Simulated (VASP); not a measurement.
Crystal: Cd.

```
Cd
1.0
     3.00508    0.00000    0.00000
    -1.50254    2.60248    0.00000
     0.00000    0.00000    2.80787
Cd
1
Cartesian
  0.0000 0.0000 0.0000
```

This isn't the form of Cd at room conditions, which is hcp.

| Property | Result |
| --- | --- |
| Program | VASP 6.6.1 |
| Task | relaxation of cell and atoms |
| Functional | PBEsol |
| Potentials or basis | VASP PAW PBE potentials, release 64 (Cd) |
| Cutoff | 600 eV |
| k mesh | 21 × 21 × 20 |
| Occupations | gaussian, width 0.1 eV |
| Spin | no spin polarisation |

At the start: pressure 3.4 GPa; volume 21.96 Å³/atom.

How do energy, volume and symmetry change on relaxing?

Over 15 steps the energy falls by 37.4 meV/atom and the volume is 23.27 Å³/atom (+5.9 %); space group P6/mmm (No. 191, to 0.1 Å) before and after.

The path:
```tsv
step	energy change (eV)	largest force (eV/Å)	pressure (GPa)	volume (Å³)
1	0.0000	0.0000	3.42	21.96
2	-0.0288	0.0000	-0.51	23.47
3	-0.0291	0.0000	-1.11	23.80
4	-0.0292	0.0000	-1.05	23.73
5	-0.0351	0.0000	-0.48	23.41
6	-0.0366	0.0000	-0.14	23.22
7	-0.0363	0.0000	0.92	22.84
8	-0.0369	0.0000	0.38	23.05
9	-0.0369	0.0000	0.24	23.08
10	-0.0371	0.0000	-0.02	23.19
11	-0.0371	0.0000	-0.02	23.22
12	-0.0372	0.0000	-0.13	23.27
13	-0.0373	0.0000	-0.07	23.27
14	-0.0373	0.0000	0.11	23.26
15	-0.0374	0.0000	-0.03	23.27
```

Final structure:
```yaml
crystal:
  lattice:
    - [2.94660, 0.00000, 0.00000]
    - [-1.47330, 2.55183, 0.00000]
    - [0.00000, 0.00000, 3.09417]
  atoms:
    - { symbol: Cd, position: [0.00000, 0.00000, 0.00000] }
```

Caveat: the PAW data sets were made with another functional, which shifts forces and pressure a little.
